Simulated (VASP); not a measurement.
# O2 in VASP: notebook

O2 is run at these levels: LDA; tasks: single point, relaxation of the atoms.

All numbers are computed with VASP 6.6.1; they aren't measurements. Logs are shortened: lines on timing, memory, paths and dates and some standing lists are left out, and cuts for length are marked.

**1. The cell of the first run**

The cell holds a molecule in a box, 2 atoms: a = 9.000 Å, b = 9.500 Å, c = 10.000 Å, α = 90.00°, β = 90.00°, γ = 90.00°.

**2. Single point, LDA, collinear spin, ferromagnetic start**

Input file INCAR:

```
SYSTEM = O
  PREC = Accurate
  ENCUT = 520
  EDIFF = 1E-7
  ISMEAR = 0
  SIGMA = 0.02
  LREAL = .FALSE.
  LASPH = .TRUE.
  NELM = 150
  ALGO = Normal
  ISIF = 2
  LWAVE = .FALSE.
  LCHARG = .FALSE.
  ISPIN = 2
  MAGMOM = 1 1
  LORBIT = 11
  NBANDS = 17
```

Input file KPOINTS:

```
Automatic mesh
0
G
  1 1 1
  0 0 0
```

Input file POSCAR:

```
O
1.0
    9.0000000000      0.0000000000      0.0000000000
    0.0000000000      9.5000000000      0.0000000000
    0.0000000000      0.0000000000     10.0000000000
O
2
Direct
    0.5000000000      0.5000000000      0.4400185995
    0.5000000000      0.5000000000      0.5599814005
```

Potentials or basis: VASP PAW LDA potentials, release 64 (O).

Started as:

```sh
$ cat potpaw_LDA.64/O/POTCAR > POTCAR
$ mpirun -np 1 vasp_gam > vasp.out
```

OUTCAR:

```text
SYSTEM = O
   PREC = Accurate
   ENCUT = 520
   EDIFF = 1E-7
   ISMEAR = 0
   LREAL = .FALSE.
   LASPH = .TRUE.
   NELM = 150
   ISIF = 2
   ISPIN = 2
   LORBIT = 11

 ion  position               nearest neighbor table
   1  0.500  0.500  0.440-   2 1.20
   2  0.500  0.500  0.560-   1 1.20

  LATTYP: Found a simple orthorhombic cell.
 ALAT       =     9.0000000000
 B/A-ratio  =     1.0555555556
 C/A-ratio  =     1.1111111111

  Lattice vectors:

 A1 = (   9.0000000000,   0.0000000000,   0.0000000000)
 A2 = (   0.0000000000,   9.5000000000,   0.0000000000)
 A3 = (   0.0000000000,   0.0000000000,  10.0000000000)

Analysis of symmetry for initial positions (statically):
=====================================================================
 Subroutine PRICEL returns:
 Original cell was already a primitive cell.

 Routine SETGRP: Setting up the symmetry group for a
 simple orthorhombic supercell.

 Subroutine GETGRP returns: Found  8 space group operations
 (whereof  8 operations were pure point group operations)
 out of a pool of  8 trial point group operations.

The static configuration has the point symmetry D_2h.

Analysis of symmetry for dynamics (positions and initial velocities):
=====================================================================
 Subroutine PRICEL returns:
 Original cell was already a primitive cell.

 Routine SETGRP: Setting up the symmetry group for a
 simple orthorhombic supercell.

 Subroutine GETGRP returns: Found  8 space group operations
 (whereof  8 operations were pure point group operations)
 out of a pool of  8 trial point group operations.

The dynamic configuration has the point symmetry D_2h.

Analysis of structural, dynamic, and magnetic symmetry:
=====================================================================
 Subroutine PRICEL returns:
 Original cell was already a primitive cell.

 Routine SETGRP: Setting up the symmetry group for a
 simple orthorhombic supercell.

 Subroutine GETGRP returns: Found  8 space group operations
 (whereof  8 operations were pure point group operations)
 out of a pool of  8 trial point group operations.

The overall configuration has the point symmetry D_2h.

 Subroutine INISYM returns: Found  8 space group operations
 (whereof  8 operations are pure point group operations),
 and found     1 'primitive' translations

[... 91 lines left out ...]
  volume/ion in A,a.u.               =     427.50      2884.91
  Fermi-wavevector in a.u.,A,eV,Ry     =   0.394893  0.746240  2.121703  0.155941
  Thomas-Fermi vector in A             =   1.339966
   LORBIT       =     11    0 simple, 1 ext, 2 COOP (PROOUT), +10 PAW based schemes
   GGA     = CA    functional components
   LHFCALC =     F    Hartree Fock is set to
   AEXX    =    0.0000 exact exchange contribution
   IVDW    =     0    specifies the selected vdW correction
   LEPSILON=     F    determine dielectric tensor
   LRPA    =     F    only Hartree local field effects (RPA)
 spin polarized calculation
 Gauss-broadening in eV      SIGMA  =   0.02
  energy-cutoff  :      520.00
  volume of cell :      855.00
 maximum number of plane-waves:     11510
 NGX is ok and might be reduce to    70
   NGX = 33   NGY = 35   NGZ = 37

 number of electron      12.0000002 magnetization       2.0000000

 Free energy of the ion-electron system (eV)
  ---------------------------------------------------
  ext. energy  EPLUGINS =         0.00000000
  ---------------------------------------------------
  free energy    TOTEN  =       -10.45735858 eV

  energy without entropy =      -10.45735858  energy(sigma->0) =      -10.45735858

 E-fermi :  -6.4814     XC(G=0):  -0.6187

 val. band max:       -6.6761968627   @ k =   0.0000   0.0000   0.0000
 cond. band min:      -4.7111272731   @ k =   0.0000   0.0000   0.0000
 fundamental gap:      1.9650695896
 Fermi energy:        -6.4813688293

 spin component 1

 k-point     1 :       0.0000    0.0000    0.0000
  band No.  band energies     occupation
      1     -33.1548      1.00000
      2     -20.0272      1.00000
      3     -13.6482      1.00000
      4     -13.6482      1.00000
      5     -13.6306      1.00000
      6      -6.6762      1.00000
[... 9 lines left out ...]
     16       2.8928      0.00000
     17       2.9051      0.00000
 Fermi energy:        -6.4813688293

 spin component 2

 k-point     1 :       0.0000    0.0000    0.0000
  band No.  band energies     occupation
      1     -31.9375      1.00000
      2     -18.4075      1.00000
      3     -12.5344      1.00000
      4     -12.0026      1.00000
      5     -12.0026      1.00000
      6      -4.7111      0.00000
[... 9 lines left out ...]
     16       2.9444      0.00000
     17       2.9493      0.00000

------------------------ aborting loop because EDIFF is reached ----------------------------------------

  FORCE on cell =-STRESS in cart. coord.  units (eV):
  Direction    XX          YY          ZZ          XY          YZ          ZX
  --------------------------------------------------------------------------------------
  -------------------------------------------------------------------------------------
  Total       -0.0684737     -0.0683801      2.0804017      0.0000000      0.0000000      0.0000000
  in kB       -0.1283123     -0.1281369      3.8984472      0.0000000      0.0000000      0.0000000
  external PRESSURE =       1.2139993 kB  Pullay stress =       0.0000000 kB

 VOLUME and BASIS-vectors are now :
 -----------------------------------------------------------------------------
  energy-cutoff  :      520.00
  volume of cell :      855.00
      direct lattice vectors                 reciprocal lattice vectors
     9.000000000  0.000000000  0.000000000     0.111111111  0.000000000  0.000000000
     0.000000000  9.500000000  0.000000000     0.000000000  0.105263158  0.000000000
     0.000000000  0.000000000 10.000000000     0.000000000  0.000000000  0.100000000

 POSITION                                       TOTAL-FORCE (eV/Angst)
 -----------------------------------------------------------------------------------
      4.50000      4.75000      4.40019         0.000000      0.000000     -1.802723
      4.50000      4.75000      5.59981         0.000000      0.000000      1.802723
 -----------------------------------------------------------------------------------
    total drift:                                0.000000      0.000000     -0.000000

  FREE ENERGIE OF THE ION-ELECTRON SYSTEM (eV)
  ---------------------------------------------------
  free  energy   TOTEN  =       -10.4573585846 eV

  energy  without entropy=      -10.4573585846  energy(sigma->0) =      -10.45735858

 total charge

# of ion       s       p       d       tot
------------------------------------------
    1        1.602   3.322   0.000   4.924
    2        1.602   3.322   0.000   4.924
--------------------------------------------------
tot          3.205   6.644   0.000   9.848

 magnetization (x)

# of ion       s       p       d       tot
------------------------------------------
    1        0.008   0.795   0.000   0.803
    2        0.008   0.795   0.000   0.803
--------------------------------------------------
tot          0.016   1.590   0.000   1.606
```

It took 73 s on 1 thread of Intel Xeon Platinum 8488C (Sapphire Rapids), shared host; peak memory 0.64 GiB.

Results:

| Item | Value |
| --- | --- |
| Free energy | -10.4574 eV |
| Largest force | 1.803 eV/Å |
| Gap between the frontier levels | 1.97 eV |
| Net moment | 2.00 μB per cell |
| Site moments | O +0.80 μB |
| Valence electrons inside the program's atomic spheres | O 4.92 |

Forces on the atoms (eV/Å):
```
O    0.000  0.000 -1.803
O    0.000  0.000  1.803
```

Levels at points of the mesh, in eV from the valence-band top:
Spin up:
```
           k point  band 4  band 5  band 6  band 7  band 8  band 9  band 10  band 11
(0.00, 0.00, 0.00)   -6.97   -6.95    0.00    0.00    6.45    7.70     7.96     8.01
```
Spin down:
```
           k point  band 2  band 3  band 4  band 5  band 6  band 7  band 8  band 9
(0.00, 0.00, 0.00)  -11.73   -5.86   -5.33   -5.33    1.97    1.97    6.49    7.81
```

Caveat: the standard files for N, O and F lose accuracy on very short bonds.

**3. Relaxation of the atoms, LDA, collinear spin, ferromagnetic start**

Input file INCAR:

```
SYSTEM = O
PREC = Accurate
ENCUT = 520
EDIFF = 1E-6
ISMEAR = 0
SIGMA = 0.02
LREAL = .FALSE.
LASPH = .TRUE.
NELM = 150
ALGO = Normal
ISIF = 2
LWAVE = .FALSE.
LCHARG = .FALSE.
ISPIN = 2
MAGMOM = 1 1
LORBIT = 11
IBRION = 2
NSW = 80
EDIFFG = -0.01
```

Input file KPOINTS:

```
regular mesh
0
G
  1 1 1
  0 0 0
```

Input file POSCAR:

```
O
1.0
    9.0000000000      0.0000000000      0.0000000000
    0.0000000000      9.5000000000      0.0000000000
    0.0000000000      0.0000000000     10.0000000000
O
2
Direct
    0.5000000000      0.5000000000      0.4385000000
    0.5000000000      0.5000000000      0.5615000000
```

Potentials or basis: VASP PAW LDA potentials, release 64 (O).

Started as:

```sh
$ cat potpaw_LDA.64/O/POTCAR > POTCAR
$ mpirun -np 1 vasp_gam > vasp.out
```

Wall time 2.9 min (1 thread of Intel Xeon Platinum 8488C (Sapphire Rapids), shared host); peak memory 0.64 GiB.

The run converged. Its results:

```yaml
Free_energy: -10.4761 eV
Energy_gained_by_relaxing: 1.5 meV/atom
Ionic_steps: 3
Largest_force_after_relaxing: 0.009 eV/Å
Gap_between_the_frontier_levels: 1.97 eV
Net_moment: 2.00 μB per cell
Site_moments: O +0.81 μB
Valence_electrons_inside_the_program's_atomic_spheres: O 4.89
```

Forces in eV/Å, atoms in the order of the input:
```
O    0.000  0.000 -0.009
O    0.000  0.000  0.009
```

The path:
```
step  energy change (eV)  largest force (eV/Å)  pressure (GPa)
   1              0.0000                0.6764           -0.06
   2              0.1392                5.4266            0.38
   3             -0.0031                0.0087           -0.01
```

Final structure:
```
O
1.0
     9.00000    0.00000    0.00000
     0.00000    9.50000    0.00000
     0.00000    0.00000   10.00000
O
2
Direct
  0.50000 0.50000 0.43896
  0.50000 0.50000 0.56104
```

Levels at points of the mesh, in eV from the valence-band top:
Spin up:
| k point | band 4 | band 5 | band 6 | band 7 | band 8 | band 9 | band 10 | band 11 |
| --- | --- | --- | --- | --- | --- | --- | --- | --- |
| (0.00, 0.00, 0.00) | -6.61 | -6.61 | 0.00 | 0.00 | 6.61 | 7.80 | 8.10 | 8.18 |
Spin down:
| k point | band 2 | band 3 | band 4 | band 5 | band 6 | band 7 | band 8 | band 9 |
| --- | --- | --- | --- | --- | --- | --- | --- | --- |
| (0.00, 0.00, 0.00) | -11.73 | -5.65 | -4.96 | -4.96 | 1.97 | 1.97 | 6.65 | 7.94 |

Caveat: the standard files for N, O and F lose accuracy on very short bonds.
